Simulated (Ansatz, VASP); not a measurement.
# One calculation of Rb, two programs

The input INCAR:

```
SYSTEM = Rb
PREC = Accurate
ENCUT = 520
EDIFF = 1E-7
ISMEAR = 0
SIGMA = 0.15
LREAL = .False.
LASPH = .True.
NELM = 100
ALGO = Fast
ISIF = 2
LWAVE = .False.
LCHARG = .False.
GGA = PE
IVDW = 12
NBANDS = 16
```

Contents of KPOINTS:

```
Automatic mesh
0
Gamma
  8 8 6
  0 0 0
```

POSCAR

```
Rb
1.0
    0.0000000000     -3.5065327232     -3.5065327232
    0.0000000000      3.5065327232     -3.5065327232
    7.0130654464      0.0000000000      0.0000000000
Rb
2
Direct
    0.4908939550      0.4998726922      0.4979315174
    0.0091060450      0.0001273078      0.0020684826
```

Input for Ansatz:

```yaml
crystal:
  lattice:
    - [0.0, -3.5065327232, -3.5065327232]
    - [0.0, 3.5065327232, -3.5065327232]
    - [7.0130654464, 0.0, 0.0]
  atoms:
    - { symbol: Rb, position: [0.490893955, 0.4998726922, 0.4979315174] }
    - { symbol: Rb, position: [0.009106045, 0.0001273078, 0.0020684826] }
basis:
  ecutwfc: 420
kpoints:
  mp_grid: { grid: [8, 8, 6] }
hamiltonian:
  xc: pbe
  dispersion: d3bj
scf:
  occupations: { method: gaussian, width: 0.15 }
output:
  forces: true
  stress: true
  eigenvalues: true
```

Change from the starting cell: all atoms moved at random, sigma 0.05 Å a component.

Alike in both runs: task single point; functional PBE; dispersion D3(BJ); k mesh 8 × 8 × 6; occupations gaussian, width 0.15 eV; no spin polarisation.

|  | VASP | Ansatz |
| --- | --- | --- |
| version | VASP 6.6.1 | Ansatz 0.2.0 |
| potentials or method | VASP PAW PBE potentials, release 64 (Rb_sv), cutoff 520 eV | scalar-relativistic, plane waves, PAW |
| valence electrons in the cell | 18 | 18 |

|  | VASP | Ansatz | Ansatz less VASP |
| --- | --- | --- | --- |
| gap on the k mesh at the Fermi level (eV) | none | none | - |
| pressure (GPa) | 0.0 | 0.0 | 0.00 |
| rms of the force components (eV/Å) | 0.013 | 0.013 | 0.0000 |

Atom by atom the forces differ by 0.000 eV/Å (rms over components). A gap of «none» marks a metal or a gap that the smearing closes.
